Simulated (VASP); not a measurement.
# Ag in VASP: a series of runs

The runs below take Ag through single point, with PBEsol.

Everything below comes from runs of VASP 6.6.1. Logs are shortened: lines on timing, memory, paths and dates and some standing lists are left out, and cuts for length are marked.

**1. The cell of the first run**

The structure is hexagonal, space group P6_3/mmc (No. 194). Conventional cell: a = 2.831 Å, b = 2.831 Å, c = 9.250 Å, α = 90.00°, β = 90.00°, γ = 120.00°. Ag (site symmetry -3m) has 12 Ag at 2.83 Å within 3.7 Å. Ag (site symmetry -6m2) has 12 Ag at 2.83 Å within 3.7 Å.

This isn't the form of Ag at room conditions, which is fcc.

**2. Single point, PBEsol**

Contents of INCAR:

```
SYSTEM = Ag
PREC = Accurate ; ENCUT = 520
EDIFF = 1E-6 ; ISMEAR = 0
SIGMA = 0.1 ; LREAL = .FALSE.
LASPH = .TRUE. ; NELM = 60
ALGO = Fast ; ISIF = 2
LWAVE = .FALSE. ; LCHARG = .FALSE.
GGA = PS ; NBANDS = 30
```

Contents of KPOINTS:

```
Automatic mesh
0
G
  18 18 6
  0 0 0
```

Contents of POSCAR:

```
Ag
1.0
    2.8311183955      0.0000000000      0.0000000000
   -1.4155591977      2.4518204517      0.0000000000
    0.0000000000      0.0000000000      9.2500878758
Ag
4
Direct
    0.0000000000      0.0000000000      0.0000000000
    0.0000000000      0.0000000000      0.5000000000
    0.3333333333      0.6666666667      0.2500000000
    0.6666666667      0.3333333333      0.7500000000
```

Potentials or basis: VASP PAW PBE potentials, release 64 (Ag).

Command:

```bash
$ cat potpaw_PBE.64/Ag/POTCAR > POTCAR
$ mpirun -np 1 vasp_std > vasp.out
```

OUTCAR:

```text
SYSTEM = Ag
   PREC = Accurate
   ENCUT = 520
   EDIFF = 1E-6
   ISMEAR = 0
   LREAL = .FALSE.
   LASPH = .TRUE.
   NELM = 60
   ISIF = 2
   GGA = PS

 ion  position               nearest neighbor table
   1  0.000  0.000  0.000-   3 2.83   4 2.83   4 2.83   3 2.83   4 2.83   3 2.83
   2  0.000  0.000  0.500-   3 2.83   4 2.83   4 2.83   3 2.83   4 2.83   3 2.83
   3  0.333  0.667  0.250-   1 2.83   2 2.83   1 2.83   2 2.83   1 2.83   2 2.83
   4  0.667  0.333  0.750-   1 2.83   2 2.83   1 2.83   2 2.83   1 2.83   2 2.83

  LATTYP: Found a hexagonal cell.
 ALAT       =     2.8311183955
 C/A-ratio  =     3.2672910785

  Lattice vectors:

 A1 = (   2.8311183955,   0.0000000000,   0.0000000000)
 A2 = (  -1.4155591977,   2.4518204517,   0.0000000000)
 A3 = (   0.0000000000,   0.0000000000,   9.2500878758)

Analysis of symmetry for initial positions (statically):
=====================================================================
 Subroutine PRICEL returns:
 Original cell was already a primitive cell.

 Routine SETGRP: Setting up the symmetry group for a
 hexagonal supercell.

 Subroutine GETGRP returns: Found 24 space group operations
 (whereof 12 operations were pure point group operations)
 out of a pool of 24 trial point group operations.

The static configuration has the point symmetry D_3d.
 The point group associated with its full space group is D_6h.

Analysis of symmetry for dynamics (positions and initial velocities):
=====================================================================
 Subroutine PRICEL returns:
 Original cell was already a primitive cell.

 Routine SETGRP: Setting up the symmetry group for a
 hexagonal supercell.

 Subroutine GETGRP returns: Found 24 space group operations
 (whereof 12 operations were pure point group operations)
 out of a pool of 24 trial point group operations.

The dynamic configuration has the point symmetry D_3d.
 The point group associated with its full space group is D_6h.

 Subroutine INISYM returns: Found 24 space group operations
 (whereof 12 operations are pure point group operations),
 and found     1 'primitive' translations

----------------------------------------------------------------------------------------

                                     Primitive cell

  volume of cell :      64.2085

  direct lattice vectors                    reciprocal lattice vectors
     2.831118395  0.000000000  0.000000000     0.353217302  0.203930104  0.000000000
    -1.415559198  2.451820452  0.000000000     0.000000000  0.407860208  0.000000000
     0.000000000  0.000000000  9.250087876     0.000000000  0.000000000  0.108107081
[... 92 lines left out ...]
   IBRION =     -1    ionic relax: 0-MD 1-quasi-New 2-CG
   NFREE  =      0    steps in history (QN), initial steepest desc. (CG)
   ISIF   =      2    stress and relaxation
   ISYM   =      2    0-nonsym 1-usesym 2-fastsym
   POTIM  = 0.5000    time-step for ionic-motion
   TEBEG  =    0.0;   TEEND  =   0.0 temperature during run
   PSTRESS=    0.0 pullay stress
   NELECT =      44.0000    total number of electrons
   NUPDOWN=      -1.0000    fix difference up-down
   EMIN   =  10.00;   EMAX   =-10.00  energy-range for DOS
   EFERMI =   0.00;   METHOD = LEGACY
   ISMEAR =     0;   SIGMA  =   0.10  broadening in eV -4-tet -1-fermi 0-gaus
   EFERMI_NEDOS =   21; number of points for ismear=-14 and -15
   IALGO  =     68    algorithm
   IMIX   =      4    mixing-type and parameters
     AMIX     =   0.40;   BMIX     =  1.00
     AMIX_MAG =   1.60;   BMIX_MAG =  1.00
  volume/ion in A,a.u.               =      16.05       108.33
  Fermi-wavevector in a.u.,A,eV,Ry     =   1.443316  2.727472 28.343142  2.083162
  Thomas-Fermi vector in A             =   2.561738
   LORBIT       =      0    0 simple, 1 ext, 2 COOP (PROOUT), +10 PAW based schemes
   GGA     = PS    functional components
   LHFCALC =     F    Hartree Fock is set to
   AEXX    =    0.0000 exact exchange contribution
   IVDW    =     0    specifies the selected vdW correction
   LEPSILON=     F    determine dielectric tensor
   LRPA    =     F    only Hartree local field effects (RPA)
 non-spin polarized calculation
 RMM-DIIS sequential band-by-band and
 Gauss-broadening in eV      SIGMA  =   0.10
  energy-cutoff  :      520.00
  volume of cell :       64.21
 maximum number of plane-waves:      1748
 NGX is ok and might be reduce to    24
   NGX = 11   NGY = 11   NGZ = 35

 number of electron      43.9999999 magnetization

 Free energy of the ion-electron system (eV)
  ---------------------------------------------------
  ext. energy  EPLUGINS =         0.00000000
  ---------------------------------------------------
  free energy    TOTEN  =       -13.19354497 eV

  energy without entropy =      -13.18813339  energy(sigma->0) =      -13.19083918

 E-fermi :   9.0545     XC(G=0): -12.7755

 val. band max:        9.0473463257   @ k =   0.2222   0.2222   0.0000
 cond. band min:       9.0802622587   @ k =   0.3889   0.0556   0.0000
 fundamental gap:      0.0329159330
 Fermi energy:         9.0544714574

 k-point     1 :       0.0000    0.0000    0.0000
  band No.  band energies     occupation
      1       0.8101      2.00000
      2       2.2778      2.00000
      3       2.2857      2.00000
      4       2.3070      2.00000
      5       4.0823      2.00000
      6       4.0823      2.00000
[... 781 lines left out ...]
     29      18.4076      0.00000
     30      19.5616      0.00000

 [... further k-points ...]

------------------------ aborting loop because EDIFF is reached ----------------------------------------

  FORCE on cell =-STRESS in cart. coord.  units (eV):
  Direction    XX          YY          ZZ          XY          YZ          ZX
  --------------------------------------------------------------------------------------
  -------------------------------------------------------------------------------------
  Total        1.8613797      1.8613797      1.8614584      0.0000000     -0.0000000      0.0000000
  in kB       46.4465006     46.4465006     46.4484648      0.0000000     -0.0000000      0.0000000
  external PRESSURE =      46.4471553 kB  Pullay stress =       0.0000000 kB

 VOLUME and BASIS-vectors are now :
 -----------------------------------------------------------------------------
  energy-cutoff  :      520.00
  volume of cell :       64.21
      direct lattice vectors                 reciprocal lattice vectors
     2.831118395  0.000000000  0.000000000     0.353217302  0.203930104  0.000000000
    -1.415559198  2.451820452  0.000000000     0.000000000  0.407860208  0.000000000
     0.000000000  0.000000000  9.250087876     0.000000000  0.000000000  0.108107081

 POSITION                                       TOTAL-FORCE (eV/Angst)
 -----------------------------------------------------------------------------------
      0.00000      0.00000      0.00000        -0.000000      0.000000     -0.000000
      0.00000      0.00000      4.62504        -0.000000      0.000000     -0.000000
     -0.00000      1.63455      2.31252        -0.000000      0.000000     -0.000000
      1.41556      0.81727      6.93757         0.000000      0.000000      0.000000
 -----------------------------------------------------------------------------------
    total drift:                               -0.000000      0.000000      0.000000

  FREE ENERGIE OF THE ION-ELECTRON SYSTEM (eV)
  ---------------------------------------------------
  free  energy   TOTEN  =       -13.1935449708 eV

  energy  without entropy=      -13.1881333876  energy(sigma->0) =      -13.19083918
```

OSZICAR:

```text
N       E                     dE             d eps       ncg     rms          rms(c)
DAV:   1     0.300280414489E+03    0.30028E+03   -0.22803E+04  8904   0.147E+03
DAV:   2    -0.793360793689E+01   -0.30821E+03   -0.29279E+03  9102   0.341E+02
DAV:   3    -0.146395983409E+02   -0.67060E+01   -0.66705E+01 10238   0.576E+01
DAV:   4    -0.146693901561E+02   -0.29792E-01   -0.29787E-01  9588   0.373E+00
DAV:   5    -0.146696712772E+02   -0.28112E-03   -0.28112E-03 10302   0.387E-01    0.130E+01
RMM:   6    -0.132581295773E+02    0.14115E+01   -0.39205E+00  8889   0.133E+01    0.756E+00
RMM:   7    -0.132084859883E+02    0.49644E-01   -0.14032E-01  9119   0.242E+00    0.393E+00
RMM:   8    -0.131937527889E+02    0.14733E-01   -0.14177E-02  9392   0.895E-01    0.476E-01
RMM:   9    -0.131935472402E+02    0.20555E-03   -0.20717E-03  9640   0.301E-01    0.136E-01
RMM:  10    -0.131935597639E+02   -0.12524E-04   -0.24368E-04  9781   0.913E-02    0.116E-01
RMM:  11    -0.131935474101E+02    0.12354E-04   -0.33920E-05  9726   0.335E-02    0.697E-02
RMM:  12    -0.131935443876E+02    0.30226E-05   -0.25842E-05  9622   0.338E-02    0.917E-03
RMM:  13    -0.131935449708E+02   -0.58320E-06   -0.32768E-06  6712   0.109E-02
   1 F= -.13193545E+02 E0= -.13190839E+02  d E =-.541158E-02
```

stdout:

```text
POSCAR found type information on POSCAR Ag
 POSCAR found :  1 types and       4 ions
 scaLAPACK will be used
 -----------------------------------------------------------------------------
|                                                                             |
|                                                                             |
|     You enforced a specific xc type in the INCAR file but a different       |
|     I HOPE YOU KNOW WHAT YOU ARE DOING!                                     |
|                                                                             |
 -----------------------------------------------------------------------------

 LDA part: xc-table for (Slater+PW92), standard interpolation
 POSCAR, INCAR and KPOINTS ok, starting setup
 FFT: planning ... GRIDC
 FFT: planning ... GRID_SOFT
 FFT: planning ... GRID
 WAVECAR not read
 entering main loop
```

Wall time 3.3 min (1 thread of Intel Xeon Platinum 8259CL at 2.50GHz (Skylake/Cascade Lake), shared host); peak memory 0.34 GiB.

Results:

- Free energy: -13.1935 eV
- Pressure: 4.6 GPa
- Band gap on the k mesh: zero (bands 22 and 23 overlap by 6.70 eV)

Caveat: the cell stands under pressure; the PAW data sets were made with another functional, which shifts forces and pressure a little.

(Part 1 of 2 ends here.)
